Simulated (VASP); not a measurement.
# Sr3Ti2O3 (P-62m) in VASP: relaxation of cell and atoms with PBE

Aim: the relaxation of cell and atoms of Sr3Ti2O3 with PBE.

All numbers are computed with VASP 6.6.1; they aren't measurements. Logs are shortened: lines on timing, memory, paths and dates and some standing lists are left out, and cuts for length are marked.

## 1. The cell of the first run

Symmetry: P-62m, No. 189, hexagonal system. Conventional cell: a = 7.288 Å, b = 7.288 Å, c = 3.077 Å, α = 90.00°, β = 90.00°, γ = 120.00°. Within 3.5 Å of Sr (site symmetry m2m) lie 4 Ti at 2.67 Å and 6 O at 2.94 to 3.07 Å and 2 Sr at 3.08 Å. Ti (site symmetry -6) has 6 Sr at 2.67 Å and 3 O at 2.85 Å and 2 Ti at 3.08 Å within 3.5 Å. Within 3.8 Å of O (site symmetry m2m) lie 2 Ti at 2.85 Å and 6 Sr at 2.94 to 3.07 Å and 4 O at 2.99 to 3.08 Å.

The cell was generated, and may not be a known phase.

## 2. Relaxation of cell and atoms, PBE, collinear spin

Input file INCAR:

```
SYSTEM = Sr3Ti2O3
ALGO = Normal ; EDIFF = 1E-7
EDIFFG = -0.08 ; ENCUT = 600
GGA = PE ; IBRION = 2
ISIF = 3 ; ISMEAR = 0
ISPIN = 2 ; LASPH = .True.
LCHARG = .False. ; LMAXMIX = 4
LORBIT = 11 ; LREAL = .False.
LWAVE = .False. ; MAGMOM = 0 0 0 1 1 0 0 0
NELM = 150 ; NSW = 36
PREC = Accurate ; SIGMA = 0.2
```

Input file KPOINTS:

```
k-points
0
Gamma
  3 3 5
  0 0 0
```

Input file POSCAR:

```
Sr3Ti2O3
1.0
    7.2878490500      0.0000000000      0.0000000000
   -3.6439245300      6.3114624200      0.0000000000
    0.0000000000      0.0000000000      3.0768574100
Sr Ti O
3 2 3
Direct
    0.4189251100      0.0000000000      0.5000000000
    0.5810748900      0.5810748900      0.5000000000
    0.0000000000      0.4189251100      0.5000000000
    0.3333333300      0.6666666700      0.0000000000
    0.6666666700      0.3333333300      0.0000000000
    0.7632660300      0.0000000000      0.0000000000
    0.2367339700      0.2367339700      0.0000000000
    0.0000000000      0.7632660300      0.0000000000
```

Potentials or basis: VASP PAW PBE potentials, release 64 (Sr_sv, Ti_sv, O).

The run is started by

```sh
> cat potpaw_PBE.64/Sr_sv/POTCAR potpaw_PBE.64/Ti_sv/POTCAR potpaw_PBE.64/O/POTCAR > POTCAR
> mpirun -np 1 vasp_std > vasp.out
```

OUTCAR:

```text
SYSTEM = Sr3Ti2O3
   EDIFF = 1E-7
   EDIFFG = -0.08
   ENCUT = 600
   GGA = PE
   IBRION = 2
   ISIF = 3
   ISMEAR = 0
   ISPIN = 2
   LASPH = .True.
   LORBIT = 11
   LREAL = .False.
   NELM = 150
   NSW = 36
   PREC = Accurate

 ion  position               nearest neighbor table
   1  0.419  0.000  0.500-   4 2.67   4 2.67   5 2.67   5 2.67   6 2.94   6 2.94   8 3.07   8 3.07
                             7 3.07   7 3.07   3 3.78   3 3.78   2 3.78   2 3.78   3 4.88   3 4.88
   2  0.581  0.581  0.500-   4 2.67   4 2.67   5 2.67   5 2.67   7 2.94   7 2.94   8 3.07   8 3.07
                             6 3.07   6 3.07   3 3.78   3 3.78   1 3.78   1 3.78   3 4.88   3 4.88
   3  0.000  0.419  0.500-   5 2.67   5 2.67   4 2.67   4 2.67   8 2.94   8 2.94   7 3.07   7 3.07
                             6 3.07   6 3.07   2 3.78   1 3.78   2 3.78   1 3.78   2 4.88   2 4.88
   4  0.333  0.667  0.000-   1 2.67   1 2.67   3 2.67   3 2.67   2 2.67   2 2.67
   5  0.667  0.333  0.000-   3 2.67   3 2.67   1 2.67   1 2.67   2 2.67   2 2.67
   6  0.763  0.000  0.000-   1 2.94   1 2.94   3 3.07   3 3.07   2 3.07   2 3.07
   7  0.237  0.237  0.000-   2 2.94   2 2.94   3 3.07   3 3.07   1 3.07   1 3.07
   8  0.000  0.763  0.000-   3 2.94   3 2.94   2 3.07   2 3.07   1 3.07   1 3.07

  LATTYP: Found a hexagonal cell.
 ALAT       =     7.2878490500
 C/A-ratio  =     0.4221900576

  Lattice vectors:

 A1 = (   7.2878490500,   0.0000000000,   0.0000000000)
 A2 = (  -3.6439245300,   6.3114624200,   0.0000000000)
 A3 = (   0.0000000000,   0.0000000000,   3.0768574100)

Analysis of symmetry for initial positions (statically):
=====================================================================
 Subroutine PRICEL returns:
 Original cell was already a primitive cell.

 Routine SETGRP: Setting up the symmetry group for a
 hexagonal supercell.

 Subroutine GETGRP returns: Found 12 space group operations
 (whereof 12 operations were pure point group operations)
 out of a pool of 24 trial point group operations.

The static configuration has the point symmetry D_3h.

Analysis of symmetry for dynamics (positions and initial velocities):
=====================================================================
 Subroutine PRICEL returns:
 Original cell was already a primitive cell.

 Routine SETGRP: Setting up the symmetry group for a
 hexagonal supercell.

 Subroutine GETGRP returns: Found 12 space group operations
 (whereof 12 operations were pure point group operations)
 out of a pool of 24 trial point group operations.

The dynamic configuration has the point symmetry D_3h.

Analysis of structural, dynamic, and magnetic symmetry:
=====================================================================
 Subroutine PRICEL returns:
 Original cell was already a primitive cell.

 Routine SETGRP: Setting up the symmetry group for a
 hexagonal supercell.

 Subroutine GETGRP returns: Found 12 space group operations
 (whereof 12 operations were pure point group operations)
 out of a pool of 24 trial point group operations.

The overall configuration has the point symmetry D_3h.

 Subroutine INISYM returns: Found 12 space group operations
 (whereof 12 operations are pure point group operations),
 and found     1 'primitive' translations

----------------------------------------------------------------------------------------

                                     Primitive cell

  volume of cell :     141.5262

  direct lattice vectors                    reciprocal lattice vectors
     7.287849050  0.000000000  0.000000000     0.137214697  0.079220942  0.000000000
    -3.643924530  6.311462420  0.000000000     0.000000000  0.158441885  0.000000000
     0.000000000  0.000000000  3.076857410     0.000000000  0.000000000  0.325006936

  length of vectors
     7.287849050  7.287849056  3.076857410     0.158441885  0.158441885  0.325006936

  position of ions in fractional coordinates (direct lattice)
     0.418925110  0.000000000  0.500000000
     0.581074890  0.581074890  0.500000000
     0.000000000  0.418925110  0.500000000
     0.333333330  0.666666670  0.000000000
     0.666666670  0.333333330  0.000000000
     0.763266030  0.000000000  0.000000000
     0.236733970  0.236733970  0.000000000
     0.000000000  0.763266030  0.000000000

  ion indices of the primitive-cell ions
   primitive index   ion index
                 1           1
                 2           2
                 3           3
                 4           4
                 5           5
                 6           6
                 7           7
                 8           8

----------------------------------------------------------------------------------------

 KPOINTS: k-points

Automatic generation of k-mesh.
 Grid dimensions read from file:
 generate k-points for:    3    3    5

 Generating k-lattice:

  Cartesian coordinates                     Fractional coordinates (reciprocal lattice)
     0.045738232  0.026406981  0.000000000     0.333333333  0.000000000  0.000000000
     0.000000000  0.052813962  0.000000000     0.000000000  0.333333333  0.000000000
     0.000000000  0.000000000  0.065001387     0.000000000  0.000000000  0.200000000

  Length of vectors
     0.052813962  0.052813962  0.065001387

  Shift w.r.t. Gamma in fractional coordinates (k-lattice)
     0.000000000  0.000000000  0.000000000

 Subroutine IBZKPT returns following result:
 ===========================================

 Found      9 irreducible k-points:

 Following reciprocal coordinates:
            Coordinates               Weight
  0.000000  0.000000  0.000000      1.000000
  0.333333 -0.000000  0.000000      6.000000
  0.333333  0.333333  0.000000      2.000000
  0.000000  0.000000  0.200000      2.000000
  0.333333 -0.000000  0.200000     12.000000
  0.333333  0.333333  0.200000      4.000000
  0.000000  0.000000  0.400000      2.000000
  0.333333 -0.000000  0.400000     12.000000
  0.333333  0.333333  0.400000      4.000000
   k-points           NKPTS =      9   k-points in BZ     NKDIM =      9   number of bands    NBANDS=     44
   number of dos      NEDOS =    301   number of ions     NIONS =      8
   total plane-waves  NPLWV = 100800
   dimension x,y,z NGX =    60 NGY =   60 NGZ =   28
   dimension x,y,z NGXF=   120 NGYF=  120 NGZF=   56
   ions per type =               3   2   3
   NGX,Y,Z   is equivalent  to a cutoff of  13.69, 13.69, 15.13 a.u.
   NGXF,Y,Z  is equivalent  to a cutoff of  27.37, 27.37, 30.26 a.u.
 SYSTEM =  Sr3Ti2O3
   PREC   = accura    normal or accurate (medium, high low for compatibility)
   ISTART =      0    job   : 0-new  1-cont  2-samecut
   ICHARG =      2    charge: 1-file 2-atom 10-const
   ISPIN  =      2    spin polarized calculation?
   LNONCOLLINEAR =      F non collinear calculations
   LSORBIT =      F    spin-orbit coupling
   LASPH  =      T    aspherical Exc in radial PAW
   ENCUT  =  600.0 eV  44.10 Ry    6.64 a.u.  14.56 14.56  6.15*2*pi/ulx,y,z
   NELM   =    150;   NELMIN=  2; NELMDL= -5     # of ELM steps
   EDIFF  = 0.1E-06   stopping-criterion for ELM
   LREAL  =      F    real-space projection
   EDIFFG = -.8E-01   stopping-criterion for IOM
   NSW    =     36    number of steps for IOM
   IBRION =      2    ionic relax: 0-MD 1-quasi-New 2-CG
   NFREE  =      1    steps in history (QN), initial steepest desc. (CG)
   ISIF   =      3    stress and relaxation
   ISYM   =      2    0-nonsym 1-usesym 2-fastsym
   POTIM  = 0.5000    time-step for ionic-motion
   TEBEG  =    0.0;   TEEND  =   0.0 temperature during run
   PSTRESS=    0.0 pullay stress
   NELECT =      72.0000    total number of electrons
   NUPDOWN=      -1.0000    fix difference up-down
   EMIN   =  10.00;   EMAX   =-10.00  energy-range for DOS
   EFERMI =   0.00;   METHOD = LEGACY
   ISMEAR =     0;   SIGMA  =   0.20  broadening in eV -4-tet -1-fermi 0-gaus
   EFERMI_NEDOS =   21; number of points for ismear=-14 and -15
   IALGO  =     38    algorithm
   IMIX   =      4    mixing-type and parameters
     AMIX     =   0.40;   BMIX     =  1.00
     AMIX_MAG =   1.60;   BMIX_MAG =  1.00
  volume/ion in A,a.u.               =      17.69       119.38
  Fermi-wavevector in a.u.,A,eV,Ry     =   1.306893  2.469670 23.238339  1.707970
  Thomas-Fermi vector in A             =   2.437665
   LORBIT       =     11    0 simple, 1 ext, 2 COOP (PROOUT), +10 PAW based schemes
   GGA     = PE    functional components
   LHFCALC =     F    Hartree Fock is set to
   AEXX    =    0.0000 exact exchange contribution
   IVDW    =     0    specifies the selected vdW correction
   LEPSILON=     F    determine dielectric tensor
   LRPA    =     F    only Hartree local field effects (RPA)
 conjugate gradient relaxation of ions
 spin polarized calculation
 Gauss-broadening in eV      SIGMA  =   0.20
  energy-cutoff  :      600.00
  volume of cell :      141.53
 maximum number of plane-waves:      4764
 NGX is ok and might be reduce to    60
   NGX = 29   NGY = 29   NGZ = 13

--------------------------------------- Ionic step        1  -------------------------------------------

 number of electron      72.0000000 magnetization       3.2904238

 Free energy of the ion-electron system (eV)
  ---------------------------------------------------
  ext. energy  EPLUGINS =         0.00000000
  ---------------------------------------------------
  free energy    TOTEN  =       -30.07057342 eV

  energy without entropy =      -29.96488529  energy(sigma->0) =      -30.01772936

------------------------ aborting loop because EDIFF is reached ----------------------------------------

  FORCE on cell =-STRESS in cart. coord.  units (eV):
  Direction    XX          YY          ZZ          XY          YZ          ZX
  --------------------------------------------------------------------------------------
  -------------------------------------------------------------------------------------
  Total       -3.8819016     -3.8819016     23.8836310      0.0000000      0.0000000      0.0000000
  in kB      -43.9458998    -43.9458998    270.3797713      0.0000000      0.0000000      0.0000000
  external PRESSURE =      60.8293239 kB  Pullay stress =       0.0000000 kB
[... 107 lines left out ...]
  FREE ENERGIE OF THE ION-ELECTRON SYSTEM (eV)
  ---------------------------------------------------
  free  energy   TOTEN  =       -42.2182765638 eV

  energy  without entropy=      -42.0994258232  energy(sigma->0) =      -42.15885119

 E-fermi :   6.2092     XC(G=0): -10.0838

 val. band max:        6.1636574526   @ k =   0.0000   0.0000   0.0000
 cond. band min:       6.2109739800   @ k =   0.0000   0.0000   0.4000
 fundamental gap:      0.0473165274
 Fermi energy:         6.2091861066

 spin component 1

 k-point     1 :       0.0000    0.0000    0.0000
  band No.  band energies     occupation
      1     -51.4049      1.00000
      2     -51.3863      1.00000
      3     -29.9613      1.00000
      4     -29.7813      1.00000
      5     -29.7813      1.00000
      6     -28.2183      1.00000
[... 838 lines left out ...]
     43       8.3408      0.00000
     44       8.6141      0.00000

 E-fermi :   4.2599     XC(G=0):  -9.1674

 val. band max:        4.2531712623   @ k =   0.3333   0.3333   0.0000
 cond. band min:       4.2777627250   @ k =   0.0000   0.0000   0.2000
 fundamental gap:      0.0245914627
 Fermi energy:         4.2598634846

 spin component 1

 k-point     1 :       0.0000    0.0000    0.0000
  band No.  band energies     occupation
      1     -53.8411      1.00000
      2     -53.8398      1.00000
      3     -31.6718      1.00000
      4     -31.6340      1.00000
      5     -31.6340      1.00000
      6     -30.3012      1.00000
[... 838 lines left out ...]
     43       5.4498      0.00000
     44       5.9982      0.00000

[... ionic steps 4 to 18 ...]

--------------------------------------- Ionic step       19  -------------------------------------------

 number of electron      71.9999975 magnetization       2.5410929

------------------------ aborting loop because EDIFF is reached ----------------------------------------
[... 79 lines left out ...]
--------------------------------------- Ionic step       21  -------------------------------------------

 number of electron      71.9999975 magnetization       2.5160850

 Free energy of the ion-electron system (eV)
  ---------------------------------------------------
  ext. energy  EPLUGINS =         0.00000000
  ---------------------------------------------------
  free energy    TOTEN  =       -47.19033661 eV

  energy without entropy =      -47.09805566  energy(sigma->0) =      -47.14419613

 E-fermi :   4.0676     XC(G=0):  -8.9400

 val. band max:        4.0501653756   @ k =   0.0000   0.0000   0.4000
 cond. band min:       4.1075549655   @ k =   0.0000   0.0000   0.4000
 fundamental gap:      0.0573895899
 Fermi energy:         4.0676230667

 spin component 1

 k-point     1 :       0.0000    0.0000    0.0000
  band No.  band energies     occupation
      1     -53.9917      1.00000
      2     -53.9898      1.00000
      3     -31.7151      1.00000
      4     -31.6903      1.00000
      5     -31.6903      1.00000
      6     -30.4710      1.00000
[... 873 lines left out ...]
  FREE ENERGIE OF THE ION-ELECTRON SYSTEM (eV)
  ---------------------------------------------------
  free  energy   TOTEN  =       -47.1903366110 eV

  energy  without entropy=      -47.0980556572  energy(sigma->0) =      -47.14419613

 reached required accuracy - stopping structural energy minimisation

 total charge

# of ion       s       p       d       tot
------------------------------------------
    1        2.050   5.751   0.267   8.068
    2        2.050   5.751   0.267   8.068
    3        2.050   5.751   0.267   8.068
    4        2.194   6.112   1.976  10.282
    5        2.194   6.112   1.976  10.282
    6        1.587   3.463   0.000   5.050
    7        1.587   3.463   0.000   5.050
    8        1.587   3.463   0.000   5.050
--------------------------------------------------
tot         15.301  39.865   4.753  59.919

 magnetization (x)

# of ion       s       p       d       tot
------------------------------------------
    1       -0.001   0.006   0.036   0.041
    2       -0.001   0.006   0.036   0.041
    3       -0.001   0.006   0.036   0.041
    4        0.017   0.009   0.920   0.945
    5        0.017   0.009   0.920   0.945
    6       -0.002  -0.038   0.000  -0.040
    7       -0.002  -0.038   0.000  -0.040
    8       -0.002  -0.038   0.000  -0.040
--------------------------------------------------
tot          0.024  -0.077   1.948   1.895
```

It took 35 min on 1 thread of Intel Xeon 6975P-C (Granite Rapids), shared host; peak memory 0.48 GiB.

What came out:

```
Free energy                                           : -47.1903 eV
Relaxed volume                                        : 23.18 Å³/atom
Relaxed cell                                          : a = 6.887 Å, b = 6.887 Å, c = 4.515 Å, α = 90.00°, β = 90.00°, γ = 120.00°
Space group after relaxing (to 0.1 Å)                 : P-62m (No. 189)
Energy gained by relaxing                             : 2140.0 meV/atom
Ionic steps                                           : 21
Pressure after relaxing                               : 0.1 GPa
Largest force after relaxing                          : 0.068 eV/Å
Net moment                                            : 2.52 μB per cell
Site moments                                          : Sr +0.04; Ti +0.94; O -0.04 μB
Valence electrons inside the program's atomic spheres : Sr 8.07; Ti 10.28; O 5.05
```

Forces in eV/Å, atoms in the order of the input:
```
Sr  -0.027  0.000  0.000
Sr   0.013  0.023  0.000
Sr   0.013 -0.023  0.000
Ti   0.000  0.000  0.000
Ti   0.000  0.000  0.000
O    0.068  0.000  0.000
O   -0.034 -0.059  0.000
O   -0.034  0.059  0.000
```

Stress tensor (GPa, compression positive):
```
 0.17  0.00  0.00
 0.00  0.17  0.00
 0.00  0.00 -0.16
```

The path:
```tsv
step	energy change (eV)	largest force (eV/Å)	pressure (GPa)	volume (Å³)
1	0.0000	3.7396	6.08	141.53
2	-5.4479	3.3862	0.30	154.42
3	-12.1477	2.3749	-9.33	183.24
4	-12.8311	0.7921	17.37	142.88
5	-13.8173	1.0592	1.79	158.13
6	-13.8220	0.9533	2.63	157.00
7	-14.6213	0.9297	2.31	161.29
8	-16.0494	1.0827	-1.09	172.10
9	-16.1059	0.9901	-2.06	174.54
10	-16.4522	0.4578	2.23	168.43
11	-16.4523	0.4474	2.35	168.29
12	-16.8249	0.6376	-0.12	178.70
13	-16.9081	0.7969	-2.30	187.24
14	-17.0490	0.3453	0.59	182.18
15	-17.0512	0.3954	0.26	182.79
16	-17.0876	0.1779	0.16	184.22
17	-17.0947	0.1957	0.12	185.18
18	-17.1128	0.1091	-0.51	186.86
19	-17.1136	0.0878	-0.67	187.29
20	-17.1169	0.0763	0.58	184.25
21	-17.1198	0.0678	0.06	185.48
```

Final structure:
```
Sr Ti O
1.0
     6.88705    0.00000    0.00000
    -3.44352    5.96436    0.00000
     0.00000    0.00000    4.51538
Sr Ti O
3 2 3
Direct
  0.32042 0.00000 0.50000
  0.67958 0.67958 0.50000
  0.00000 0.32042 0.50000
  0.33333 0.66667 0.00000
  0.66667 0.33333 0.00000
  0.46791 0.00000 0.00000
  0.53209 0.53209 0.00000
  0.00000 0.46791 0.00000
```

Levels at points of the mesh, in eV from the Fermi level:
Spin up:
```
           k point  band 33  band 34  band 35  band 36  band 37  band 38  band 39  band 40  band 41  band 42
(0.00, 0.00, 0.00)    -3.11    -1.39    -0.63    -0.63    -0.43     0.14     0.14     0.81     0.81     1.48
```
Spin down:
```tsv
k point	band 33	band 34	band 35	band 36	band 37	band 38
(0.00, 0.00, 0.00)	-2.89	-0.97	-0.26	0.51	0.51	0.64
```

Caveat: the k points lie up to 0.35 Å⁻¹ apart in the final cell; the volume moved by over 15 % at a fixed basis, so the end points are rough; the relaxation stopped at a loose force limit of 0.08 eV/Å, so its end isn't a converged minimum.
